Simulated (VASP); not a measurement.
The system is ZrC.

```
Zr C
1.0
     0.00000    2.36500    2.36500
     2.36500    0.00000    2.36500
     2.36500    2.36500    0.00000
Zr C
1 1
Cartesian
  2.3650 2.3650 2.3650
  0.0000 0.0000 0.0000
```

Base run:

```yaml
Program: VASP 6.6.1
Functional: PBE
Potentials_or_basis: VASP PAW PBE potentials, release 64 (Zr_sv, C)
Cutoff: 520 eV
k_mesh: 7 × 7 × 7
Occupations: methfessel-paxton, width 0.1 eV
Spin: no spin polarisation
```

Its results: band gap on the k mesh zero (band 8 reaches 10.33 eV, above the bottom of band 9 at 9.05 eV); pressure -2.8 GPa.

Question: After a change of settings the same cell gave: band gap on the k mesh zero (band 8 reaches 10.26 eV, above the bottom of band 9 at 8.99 eV); pressure -3.5 GPa. Which change was it?
A. k mesh from 7 × 7 × 7 to 6 × 6 × 6
B. k mesh from 7 × 7 × 7 to 3 × 3 × 3
C. k mesh from 7 × 7 × 7 to 5 × 5 × 5
D. k mesh from 7 × 7 × 7 to 4 × 4 × 4

Answer: D.

Caveats: some runs use coarse meshes.
